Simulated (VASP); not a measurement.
# MgO (Fmm2) in VASP: relaxation of cell and atoms with PBE

Aim: the relaxation of cell and atoms of MgO with PBE.

All numbers are computed with VASP 6.6.1; they aren't measurements. Logs are shortened: lines on timing, memory, paths and dates and some standing lists are left out, and cuts for length are marked.

## 1. The cell of the first run

The structure is orthorhombic, space group Fmm2 (No. 42). Conventional cell: a = 4.076 Å, b = 7.108 Å, c = 5.909 Å, α = 90.00°, β = 90.00°, γ = 90.00°. Within 2.7 Å of Mg (site symmetry m) lie 2 Mg at 2.04 Å and 4 O at 2.04 to 2.35 Å. Within 1.8 Å of O (site symmetry m) lie 1 O at 1.36 Å.

The cell was built from a structure type or drawn by symmetry, and may not be a known phase.

## 2. Relaxation of cell and atoms, PBE

Contents of INCAR:

```
SYSTEM = MgO
PREC = Accurate
ENCUT = 750
EDIFF = 1E-7
ISMEAR = 0
SIGMA = 0.1
LREAL = .FALSE.
LASPH = .TRUE.
NELM = 120
ALGO = Normal
ISIF = 3
LWAVE = .FALSE.
LCHARG = .FALSE.
GGA = PE
IBRION = 2
NSW = 90
EDIFFG = -0.04
GGA_COMPAT = .FALSE.
NELMIN = 4
```

Contents of KPOINTS:

```
Automatic mesh
0
G
  6 6 6
  0 0 0
```

Contents of POSCAR:

```
MgO
1.0
    0.0000000000      3.5539112877      2.9547124076
    2.0379140627      0.0000000000      2.9547124076
    2.0379140627      3.5539112877      0.0000000000
Mg O
2 2
Direct
    0.2079371506      0.7079371506      0.2920628494
    0.7079371506      0.2079371506      0.7920628494
    0.1666666667      0.5000000000      0.8333333333
    0.5000000000      0.1666666667      0.5000000000
```

Potentials or basis: VASP PAW PBE potentials, release 64 (Mg_sv, O).

On the command line:

```sh
$ cat potpaw_PBE.64/Mg_sv/POTCAR potpaw_PBE.64/O/POTCAR > POTCAR
$ mpirun -np 1 vasp_std > vasp.out
```

OUTCAR:

```text
SYSTEM = MgO
   PREC = Accurate
   ENCUT = 750
   EDIFF = 1E-7
   ISMEAR = 0
   LREAL = .FALSE.
   LASPH = .TRUE.
   NELM = 120
   ISIF = 3
   GGA = PE
   IBRION = 2
   NSW = 90
   EDIFFG = -0.04
   NELMIN = 4

 ion  position               nearest neighbor table
   1  0.208  0.708  0.292-   2 2.04   2 2.04   3 2.04   4 2.04
   2  0.708  0.208  0.792-   1 2.04   1 2.04   4 2.04   3 2.04
   3  0.167  0.500  0.833-   4 1.36   2 2.04   1 2.04
   4  0.500  0.167  0.500-   3 1.36   2 2.04   1 2.04

  LATTYP: Found a face centered orthorhombic cell.
 ALAT       =     4.0758281254
 B/A-ratio  =     1.4498709547
 C/A-ratio  =     1.7438965424

  Lattice vectors:

 A1 = (   0.0000000000,   3.5539112877,   2.9547124076)
 A2 = (  -2.0379140627,   3.5539112877,   0.0000000000)
 A3 = (  -2.0379140627,   0.0000000000,   2.9547124076)

Analysis of symmetry for initial positions (statically):
=====================================================================
 Subroutine PRICEL returns:
 Original cell was already a primitive cell.

 Routine SETGRP: Setting up the symmetry group for a
 face centered orthorhombic supercell.

 Subroutine GETGRP returns: Found  4 space group operations
 (whereof  4 operations were pure point group operations)
 out of a pool of  8 trial point group operations.

The static configuration has the point symmetry C_2v.

Analysis of symmetry for dynamics (positions and initial velocities):
=====================================================================
 Subroutine PRICEL returns:
 Original cell was already a primitive cell.

 Routine SETGRP: Setting up the symmetry group for a
 face centered orthorhombic supercell.

 Subroutine GETGRP returns: Found  4 space group operations
 (whereof  4 operations were pure point group operations)
 out of a pool of  8 trial point group operations.

The dynamic configuration has the point symmetry C_2v.

 Subroutine INISYM returns: Found  4 space group operations
 (whereof  4 operations are pure point group operations),
 and found     1 'primitive' translations

----------------------------------------------------------------------------------------

                                     Primitive cell

  volume of cell :      42.7994

  direct lattice vectors                    reciprocal lattice vectors
     0.000000000  3.553911288  2.954712408    -0.245348913  0.140690062  0.169221207
     2.037914063  0.000000000  2.954712408     0.245348913 -0.140690062  0.169221207
     2.037914063  3.553911288  0.000000000     0.245348913  0.140690062 -0.169221207

  length of vectors
     4.621754088  3.589348010  4.096752271     0.329583980  0.329583980  0.329583980

  position of ions in fractional coordinates (direct lattice)
     0.207937151  0.707937151  0.292062849
     0.707937151  0.207937151  0.792062849
     0.166666667  0.500000000  0.833333333
     0.500000000  0.166666667  0.500000000

  ion indices of the primitive-cell ions
   primitive index   ion index
                 1           1
                 2           2
                 3           3
                 4           4

----------------------------------------------------------------------------------------

 KPOINTS: Automatic mesh

Automatic generation of k-mesh.
 Grid dimensions read from file:
 generate k-points for:    6    6    6

 Generating k-lattice:

  Cartesian coordinates                     Fractional coordinates (reciprocal lattice)
    -0.040891485  0.023448344  0.028203535     0.166666667 -0.000000000 -0.000000000
     0.040891485 -0.023448344  0.028203535     0.000000000  0.166666667  0.000000000
     0.040891485  0.023448344 -0.028203535     0.000000000  0.000000000  0.166666667

  Length of vectors
     0.054930663  0.054930663  0.054930663

  Shift w.r.t. Gamma in fractional coordinates (k-lattice)
     0.000000000  0.000000000  0.000000000

 Subroutine IBZKPT returns following result:
 ===========================================

 Found     46 irreducible k-points:

 Following reciprocal coordinates:
            Coordinates               Weight
  0.000000  0.000000  0.000000      1.000000
  0.166667 -0.000000 -0.000000      8.000000
  0.333333 -0.000000 -0.000000      8.000000
  0.500000 -0.000000  0.000000      4.000000
  0.166667  0.166667  0.000000      2.000000
  0.333333  0.166667 -0.000000      8.000000
[... 16 lines left out ...]
 -0.166667  0.166667  0.166667      8.000000
  0.500000  0.333333  0.166667      4.000000
 [... further k-points ...]
   k-points           NKPTS =     46   k-points in BZ     NKDIM =     46   number of bands    NBANDS=     20
   number of dos      NEDOS =    301   number of ions     NIONS =      4
   total plane-waves  NPLWV =  53760
   dimension x,y,z NGX =    42 NGY =   32 NGZ =   40
   dimension x,y,z NGXF=    84 NGYF=   64 NGZF=   80
   ions per type =               2   2
   NGX,Y,Z   is equivalent  to a cutoff of  15.11, 14.82, 16.23 a.u.
   NGXF,Y,Z  is equivalent  to a cutoff of  30.22, 29.64, 32.46 a.u.
 SYSTEM =  MgO
   PREC   = accura    normal or accurate (medium, high low for compatibility)
   ISTART =      0    job   : 0-new  1-cont  2-samecut
   ICHARG =      2    charge: 1-file 2-atom 10-const
   ISPIN  =      1    spin polarized calculation?
   LNONCOLLINEAR =      F non collinear calculations
   LSORBIT =      F    spin-orbit coupling
   LASPH  =      T    aspherical Exc in radial PAW
   ENCUT  =  750.0 eV  55.12 Ry    7.42 a.u.  10.32  8.01  9.15*2*pi/ulx,y,z
   NELM   =    120;   NELMIN=  4; NELMDL= -5     # of ELM steps
   EDIFF  = 0.1E-06   stopping-criterion for ELM
   LREAL  =      F    real-space projection
   EDIFFG = -.4E-01   stopping-criterion for IOM
   NSW    =     90    number of steps for IOM
   IBRION =      2    ionic relax: 0-MD 1-quasi-New 2-CG
   NFREE  =      1    steps in history (QN), initial steepest desc. (CG)
   ISIF   =      3    stress and relaxation
   ISYM   =      2    0-nonsym 1-usesym 2-fastsym
   POTIM  = 0.5000    time-step for ionic-motion
   TEBEG  =    0.0;   TEEND  =   0.0 temperature during run
   PSTRESS=    0.0 pullay stress
   NELECT =      32.0000    total number of electrons
   NUPDOWN=      -1.0000    fix difference up-down
   EMIN   =  10.00;   EMAX   =-10.00  energy-range for DOS
   EFERMI =   0.00;   METHOD = LEGACY
   ISMEAR =     0;   SIGMA  =   0.10  broadening in eV -4-tet -1-fermi 0-gaus
   EFERMI_NEDOS =   21; number of points for ismear=-14 and -15
   IALGO  =     38    algorithm
   IMIX   =      4    mixing-type and parameters
     AMIX     =   0.40;   BMIX     =  1.00
     AMIX_MAG =   1.60;   BMIX_MAG =  1.00
  volume/ion in A,a.u.               =      10.70        72.21
  Fermi-wavevector in a.u.,A,eV,Ry     =   1.485864  2.807875 30.038814  2.207791
  Thomas-Fermi vector in A             =   2.599222
   LORBIT       =      0    0 simple, 1 ext, 2 COOP (PROOUT), +10 PAW based schemes
   GGA     = PE    functional components
   LHFCALC =     F    Hartree Fock is set to
   AEXX    =    0.0000 exact exchange contribution
   IVDW    =     0    specifies the selected vdW correction
   LEPSILON=     F    determine dielectric tensor
   LRPA    =     F    only Hartree local field effects (RPA)
 conjugate gradient relaxation of ions
 non-spin polarized calculation
 Gauss-broadening in eV      SIGMA  =   0.10
  energy-cutoff  :      750.00
  volume of cell :       42.80
 maximum number of plane-waves:      2018
 NGX is ok and might be reduce to    42
   NGX = 21   NGY = 15   NGZ = 19

--------------------------------------- Ionic step        1  -------------------------------------------

 number of electron      31.9999997 magnetization

 Free energy of the ion-electron system (eV)
  ---------------------------------------------------
  ext. energy  EPLUGINS =         0.00000000
  ---------------------------------------------------
  free energy    TOTEN  =       -10.58817973 eV

  energy without entropy =      -10.58543498  energy(sigma->0) =      -10.58680735

------------------------ aborting loop because EDIFF is reached ----------------------------------------

  FORCE on cell =-STRESS in cart. coord.  units (eV):
  Direction    XX          YY          ZZ          XY          YZ          ZX
  --------------------------------------------------------------------------------------
  -------------------------------------------------------------------------------------
  Total       30.1426721      4.9107565      2.8521381      0.0000000      0.0000000      0.0000000
  in kB     1128.3781587    183.8320873    106.7685820      0.0000000      0.0000000      0.0000000
  external PRESSURE =     472.9929426 kB  Pullay stress =       0.0000000 kB
[... 95 lines left out ...]
  FREE ENERGIE OF THE ION-ELECTRON SYSTEM (eV)
  ---------------------------------------------------
  free  energy   TOTEN  =       -16.0716369570 eV

  energy  without entropy=      -16.0618854578  energy(sigma->0) =      -16.06676121

 E-fermi :   2.7911     XC(G=0): -10.1007

 val. band max:        2.1909732721   @ k =   0.5000   0.5000   0.0000
 cond. band min:       3.5858851415   @ k =   0.0000   0.0000   0.0000
 fundamental gap:      1.3949118694
 Fermi energy:         2.7911278811

 k-point     1 :       0.0000    0.0000    0.0000
  band No.  band energies     occupation
      1     -71.2612      2.00000
      2     -71.2274      2.00000
      3     -38.1555      2.00000
      4     -38.1475      2.00000
      5     -37.9948      2.00000
      6     -37.9810      2.00000
[... 12 lines left out ...]
     19      10.2802      0.00000
[... 513 lines left out ...]
      4     -38.1385      2.00000
      5     -37.9838      2.00000
      6     -37.9768      2.00000
[... 12 lines left out ...]
     19      11.7944      0.00000
     20      12.6305      0.00000

 [... further k-points ...]

[... ionic steps 4 to 30 ...]

--------------------------------------- Ionic step       31  -------------------------------------------

 number of electron      31.9999992 magnetization

------------------------ aborting loop because EDIFF is reached ----------------------------------------

  FORCE on cell =-STRESS in cart. coord.  units (eV):
  Direction    XX          YY          ZZ          XY          YZ          ZX
  --------------------------------------------------------------------------------------
  -------------------------------------------------------------------------------------
  Total        0.2864263      0.1907541     -0.0845456      0.0000000      0.0000000      0.0000000
  in kB        8.0920855      5.3891630     -2.3885745      0.0000000      0.0000000      0.0000000
  external PRESSURE =       3.6975580 kB  Pullay stress =       0.0000000 kB
[... 61 lines left out ...]
  energy  without entropy=      -21.7448336377  energy(sigma->0) =      -21.74483364

--------------------------------------- Ionic step       33  -------------------------------------------

 number of electron      31.9999992 magnetization

 Free energy of the ion-electron system (eV)
  ---------------------------------------------------
  ext. energy  EPLUGINS =         0.00000000
  ---------------------------------------------------
  free energy    TOTEN  =       -21.74513531 eV

  energy without entropy =      -21.74513531  energy(sigma->0) =      -21.74513531

 E-fermi :   1.0122     XC(G=0):  -8.9063

 val. band max:        0.5496682228   @ k =   0.5000   0.5000   0.0000
 cond. band min:       2.3265625029   @ k =   0.0000   0.0000   0.0000
 fundamental gap:      1.7768942801
 Fermi energy:         1.0122128395

 k-point     1 :       0.0000    0.0000    0.0000
  band No.  band energies     occupation
      1     -72.2403      2.00000
      2     -72.2086      2.00000
      3     -39.1601      2.00000
      4     -39.1475      2.00000
      5     -38.9737      2.00000
      6     -38.9708      2.00000
[... 12 lines left out ...]
     19       9.7501      0.00000
[... 513 lines left out ...]
      4     -39.1496      2.00000
      5     -38.9730      2.00000
      6     -38.9561      2.00000
[... 12 lines left out ...]
     19       9.7166      0.00000
     20      10.4638      0.00000

 [... further k-points ...]

------------------------ aborting loop because EDIFF is reached ----------------------------------------

  FORCE on cell =-STRESS in cart. coord.  units (eV):
  Direction    XX          YY          ZZ          XY          YZ          ZX
  --------------------------------------------------------------------------------------
  -------------------------------------------------------------------------------------
  Total        0.0158637      0.0114931     -0.0558938      0.0000000      0.0000000      0.0000000
  in kB        0.4477148      0.3243658     -1.5774651      0.0000000      0.0000000      0.0000000
  external PRESSURE =      -0.2684615 kB  Pullay stress =       0.0000000 kB
[... 19 lines left out ...]
  FREE ENERGIE OF THE ION-ELECTRON SYSTEM (eV)
  ---------------------------------------------------
  free  energy   TOTEN  =       -21.7451353145 eV

  energy  without entropy=      -21.7451353145  energy(sigma->0) =      -21.74513531

 reached required accuracy - stopping structural energy minimisation
```

Wall time 15 min (1 thread of Intel Xeon 6975P-C (Granite Rapids), shared host); peak memory 0.25 GiB.

Results:

- Free energy: -21.7451 eV
- Relaxed volume: 14.19 Å³/atom
- Relaxed cell: a = 4.610 Å, b = 4.560 Å, c = 3.953 Å, α = 65.11°, β = 63.81°, γ = 51.08°
- Space group after relaxing (to 0.1 Å): P4/mmm (No. 123)
- Energy gained by relaxing: 2789.2 meV/atom
- Ionic steps: 33
- Pressure after relaxing: 0.0 GPa
- Largest force after relaxing: 0.033 eV/Å
- Band gap on the k mesh: 1.78 eV (least direct gap 2.09 eV)

Forces in eV/Å, atoms in the order of the input:
```
Mg   0.000 -0.005 -0.029
Mg   0.000  0.005 -0.029
O   -0.016  0.000  0.029
O    0.016  0.000  0.029
```

Stress tensor (GPa, compression positive):
```
 0.04  0.00  0.00
 0.00  0.03  0.00
 0.00  0.00 -0.16
```

The path:
```
step  energy change (eV)  largest force (eV/Å)  pressure (GPa)  volume (Å³)
   1              0.0000                5.3462           47.30        42.80
   2             -5.4312                1.1435          -20.67        63.94
   3             -5.4835                1.4474          -16.53        60.96
   4             -7.4351                1.1897          -39.43        56.31
   5             -8.3691                1.0693          -31.82        58.48
   6             -6.7348                3.8408           56.46        38.69
   7             -9.8909                1.1847          -13.60        49.53
   8             -9.9133                1.2190          -10.88        48.70
   9            -10.2642                0.6256            5.02        45.68
  10            -10.4126                0.8267           -0.63        46.80
  11            -10.4919                0.6095            1.35        46.48
  12            -10.5394                0.7241            5.03        45.96
  13            -10.5948                0.6980            4.21        46.60
  14            -10.7337                0.6378            1.15        48.54
  15            -10.7862                0.5234           -7.40        52.60
  16            -10.8126                0.5735           -3.33        50.81
  17            -10.8604                0.5219           -2.99        51.12
  18            -10.9684                0.3644           -2.29        52.06
  19            -10.9817                0.5714           -2.36        53.91
  20            -11.0127                0.2993           -2.10        53.04
  21            -11.0402                0.2765           -0.25        52.67
  22            -11.0638                0.2360            4.00        51.85
  23            -11.0839                0.1744            3.53        52.35
  24            -11.1253                0.0476            2.03        53.84
  25            -11.1141                0.4485           -1.25        56.84
  26            -11.1369                0.1927            0.77        55.04
  27            -11.1510                0.1359            0.48        55.81
  28            -11.1517                0.1231            0.39        56.03
  29            -11.1543                0.0901            0.01        56.34
  30            -11.1558                0.0677           -0.58        56.81
  31            -11.1564                0.0418            0.37        56.71
  32            -11.1567                0.0456            0.06        56.75
  33            -11.1570                0.0332           -0.03        56.77
```

Final structure:
```yaml
crystal:
  lattice:
    - [0.00000, 2.83615, 3.63373]
    - [2.75425, 0.00000, 3.63373]
    - [2.75425, 2.83615, 0.00000]
  atoms:
    - { symbol: Mg, position: [0.14655, 0.64626, 0.35374] }
    - { symbol: Mg, position: [0.64626, 0.14655, 0.85345] }
    - { symbol: O, position: [0.14468, 0.64506, 0.85532] }
    - { symbol: O, position: [0.64506, 0.14468, 0.35494] }
```

Caveat: the volume moved by over 15 % at a fixed basis, so the end points are rough. A k mesh can miss the band edges.
